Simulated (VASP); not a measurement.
# Ti (Fm-3m) in VASP: further runs, part 2 of 2

VASP 6.6.1.

**3. Relaxation of volume and atoms at fixed shape, LDA**

This run uses another cell than the first one, of 17.61 Å³/atom, 1.103 times its volume.

The input, INCAR:

```
  PREC = Accurate
  ENCUT = 600
  EDIFF = 1E-6
  ISMEAR = 1
  SIGMA = 0.1
  LREAL = F
  LASPH = T
  NELM = 80
  ALGO = Normal
  ISIF = 8
  LWAVE = F
  LCHARG = F
  GGA = CA
  IBRION = 2
  NSW = 80
  EDIFFG = -0.01
```

The input, KPOINTS:

```
Automatic mesh
0
Gamma
  6 6 6
```

The input, POSCAR:

```
Ti
1.0
    4.1300000000      0.0000000000      0.0000000000
    0.0000000000      4.1300000000      0.0000000000
    0.0000000000      0.0000000000      4.1300000000
Ti
4
Direct
    0.0000000000      0.0000000000      0.0000000000
    0.0000000000      0.5000000000      0.5000000000
    0.5000000000      0.0000000000      0.5000000000
    0.5000000000      0.5000000000      0.0000000000
```

Potentials or basis: VASP PAW LDA potentials, release 64 (Ti_sv).

The run is started by

```
cat potpaw_LDA.64/Ti_sv/POTCAR > POTCAR
mpirun -np 1 vasp_std > vasp.out
```

OUTCAR:

```text
PREC = Accurate
   ENCUT = 600
   EDIFF = 1E-6
   ISMEAR = 1
   LREAL = F
   LASPH = T
   NELM = 80
   ISIF = 8
   GGA = CA
   IBRION = 2
   NSW = 80
   EDIFFG = -0.01

 ion  position               nearest neighbor table
   1  0.000  0.000  0.000-   2 2.92   3 2.92   4 2.92   2 2.92   3 2.92   2 2.92   4 2.92   2 2.92
                             3 2.92   4 2.92   3 2.92   4 2.92
   2  0.000  0.500  0.500-   1 2.92   3 2.92   4 2.92   1 2.92   4 2.92   1 2.92   3 2.92   1 2.92
                             3 2.92   4 2.92   4 2.92   3 2.92
   3  0.500  0.000  0.500-   1 2.92   2 2.92   4 2.92   1 2.92   4 2.92   2 2.92   4 2.92   4 2.92
                             1 2.92   2 2.92   1 2.92   2 2.92
   4  0.500  0.500  0.000-   1 2.92   2 2.92   3 2.92   2 2.92   3 2.92   1 2.92   3 2.92   3 2.92
                             1 2.92   2 2.92   2 2.92   1 2.92

  LATTYP: Found a simple cubic cell.
 ALAT       =     4.1300000000

  Lattice vectors:

 A1 = (   4.1300000000,   0.0000000000,   0.0000000000)
 A2 = (   0.0000000000,   4.1300000000,   0.0000000000)
 A3 = (   0.0000000000,   0.0000000000,   4.1300000000)

Analysis of symmetry for initial positions (statically):
=====================================================================
 Subroutine PRICEL returns following result:

  LATTYP: Found a face centered cubic cell.
 ALAT       =     4.1300000000

  Lattice vectors:

 A1 = (   2.0650000000,  -2.0650000000,   0.0000000000)
 A2 = (   2.0650000000,   0.0000000000,   2.0650000000)
 A3 = (   0.0000000000,  -2.0650000000,   2.0650000000)

   4 primitive cells build up your supercell.

 Routine SETGRP: Setting up the symmetry group for a
 simple cubic supercell.

 Subroutine GETGRP returns: Found 48 space group operations
 (whereof 48 operations were pure point group operations)
 out of a pool of 48 trial point group operations.

The static configuration has the point symmetry O_h .

Analysis of symmetry for dynamics (positions and initial velocities):
[... 124 lines left out ...]
   PSTRESS=    0.0 pullay stress
   NELECT =      48.0000    total number of electrons
   NUPDOWN=      -1.0000    fix difference up-down
   EMIN   =  10.00;   EMAX   =-10.00  energy-range for DOS
   EFERMI =   0.00;   METHOD = LEGACY
   ISMEAR =     1;   SIGMA  =   0.10  broadening in eV -4-tet -1-fermi 0-gaus
   EFERMI_NEDOS =   21; number of points for ismear=-14 and -15
   IALGO  =     38    algorithm
   IMIX   =      4    mixing-type and parameters
     AMIX     =   0.40;   BMIX     =  1.00
     AMIX_MAG =   1.60;   BMIX_MAG =  1.00
  volume/ion in A,a.u.               =      17.61       118.85
  Fermi-wavevector in a.u.,A,eV,Ry     =   1.440584  2.722309 28.235921  2.075282
  Thomas-Fermi vector in A             =   2.559312
   LORBIT       =      0    0 simple, 1 ext, 2 COOP (PROOUT), +10 PAW based schemes
   GGA     = CA    functional components
   LHFCALC =     F    Hartree Fock is set to
   AEXX    =    0.0000 exact exchange contribution
   IVDW    =     0    specifies the selected vdW correction
   LEPSILON=     F    determine dielectric tensor
   LRPA    =     F    only Hartree local field effects (RPA)
 conjugate gradient relaxation of ions
 non-spin polarized calculation
 Methfessel and Paxton  Order N= 1 SIGMA  =   0.10
  energy-cutoff  :      600.00
  volume of cell :       70.44
 maximum number of plane-waves:      2373
 NGX is ok and might be reduce to    36
   NGX = 17   NGY = 17   NGZ = 17

--------------------------------------- Ionic step        1  -------------------------------------------

 number of electron      48.0000009 magnetization

 Free energy of the ion-electron system (eV)
  ---------------------------------------------------
  ext. energy  EPLUGINS =         0.00000000
  ---------------------------------------------------
  free energy    TOTEN  =       -33.78712200 eV

  energy without entropy =      -33.78244753  energy(sigma->0) =      -33.78556384

------------------------ aborting loop because EDIFF is reached ----------------------------------------

  FORCE on cell =-STRESS in cart. coord.  units (eV):
  Direction    XX          YY          ZZ          XY          YZ          ZX
  --------------------------------------------------------------------------------------
  -------------------------------------------------------------------------------------
  Total       -4.3890619     -4.3890619     -4.3890619     -0.0000000     -0.0000000     -0.0000000
  in kB      -99.8233476    -99.8233476    -99.8233476     -0.0000000     -0.0000000     -0.0000000
  external PRESSURE =     -99.8233476 kB  Pullay stress =       0.0000000 kB
[... 63 lines left out ...]
--------------------------------------- Ionic step        3  -------------------------------------------

 number of electron      47.9999988 magnetization

 Free energy of the ion-electron system (eV)
  ---------------------------------------------------
  ext. energy  EPLUGINS =         0.00000000
  ---------------------------------------------------
  free energy    TOTEN  =       -34.01185662 eV

  energy without entropy =      -34.00794026  energy(sigma->0) =      -34.01055117

 E-fermi :   8.9445     XC(G=0): -12.1987

 val. band max:        8.9302520103   @ k =   0.3333   0.1667   0.0000
 cond. band min:       8.9550253950   @ k =   0.3333   0.0000   0.0000
 fundamental gap:      0.0247733847
 Fermi energy:         8.9445013172

 k-point     1 :       0.0000    0.0000    0.0000
  band No.  band energies     occupation
      1     -46.9456      2.00000
      2     -46.7038      2.00000
      3     -46.7038      2.00000
      4     -46.7038      2.00000
      5     -23.9028      2.00000
      6     -23.9028      2.00000
[... 640 lines left out ...]
  FREE ENERGIE OF THE ION-ELECTRON SYSTEM (eV)
  ---------------------------------------------------
  free  energy   TOTEN  =       -34.0118566200 eV

  energy  without entropy=      -34.0079402563  energy(sigma->0) =      -34.01055117

 reached required accuracy - stopping structural energy minimisation
```

OSZICAR:

```text
N       E                     dE             d eps       ncg     rms          rms(c)
DAV:   1     0.639005533755E+03    0.63901E+03   -0.26981E+04  1120   0.233E+03
DAV:   2     0.418389468166E+02   -0.59717E+03   -0.58956E+03  1120   0.650E+02
DAV:   3    -0.298841788324E+02   -0.71723E+02   -0.69182E+02  1912   0.186E+02
[... 34 lines left out ...]
DAV:   6    -0.340076654824E+02   -0.16011E-01   -0.40581E-02  1512   0.130E+00    0.292E-01
DAV:   7    -0.340108622209E+02   -0.31967E-02   -0.54119E-03  1560   0.453E-01    0.112E-01
DAV:   8    -0.340116501944E+02   -0.78797E-03   -0.10056E-03  1564   0.138E-01    0.739E-02
DAV:   9    -0.340118531045E+02   -0.20291E-03   -0.57557E-04  1340   0.161E-01    0.667E-03
DAV:  10    -0.340118566314E+02   -0.35269E-05   -0.55724E-05  1444   0.437E-02    0.741E-03
DAV:  11    -0.340118566200E+02    0.11347E-07   -0.13064E-06   756   0.772E-03
   3 F= -.34011857E+02 E0= -.34010551E+02  d E =-.224735E+00
```

It took 59 s on 1 thread of Intel Xeon 6975P-C (Granite Rapids), shared host; peak memory 0.19 GiB.

Results:

```yaml
Free_energy: -34.0119 eV
Relaxed_volume: 15.94 Å³/atom
Relaxed_cell: a = 3.995 Å, b = 3.995 Å, c = 3.995 Å, α = 90.00°, β = 90.00°, γ = 90.00°
Space_group_after_relaxing_to_0.05_Å: Fm-3m (No. 225)
Energy_gained_by_relaxing: 56.2 meV/atom
Ionic_steps: 3
Pressure_after_relaxing: -0.1 GPa
```

Step by step:
```
step  energy change (eV)  largest force (eV/Å)  pressure (GPa)  volume (Å³)
   1              0.0000                0.0000           -9.98        70.44
   2             -0.1280                0.0000            8.42        59.84
   3             -0.2247                0.0000           -0.08        63.76
```

Final structure:
```
Ti
1.0
     3.99507    0.00000    0.00000
     0.00000    3.99507    0.00000
     0.00000    0.00000    3.99507
Ti
4
Direct
  0.00000 0.00000 0.00000
  0.00000 0.50000 0.50000
  0.50000 0.00000 0.50000
  0.50000 0.50000 0.00000
```

Levels at points of the mesh, in eV from the Fermi level:
| k point | band 21 | band 22 | band 23 | band 24 | band 25 | band 26 | band 27 | band 28 |
| --- | --- | --- | --- | --- | --- | --- | --- | --- |
| (0.00, 0.00, 0.00) | -1.99 | -1.99 | -1.99 | 0.88 | 0.88 | 0.88 | 2.69 | 2.69 |
| (0.50, 0.00, 0.00) | -0.74 | -0.74 | -0.42 | -0.42 | -0.42 | -0.42 | 1.23 | 1.23 |
| (0.50, 0.50, 0.00) | -0.39 | -0.39 | -0.39 | -0.39 | -0.11 | -0.11 | -0.11 | -0.11 |
| (0.50, 0.50, 0.50) | 0.73 | 0.73 | 0.73 | 0.73 | 0.73 | 0.73 | 0.73 | 0.73 |

Caveat: the bands computed are all filled at some k points, so no gap is given.
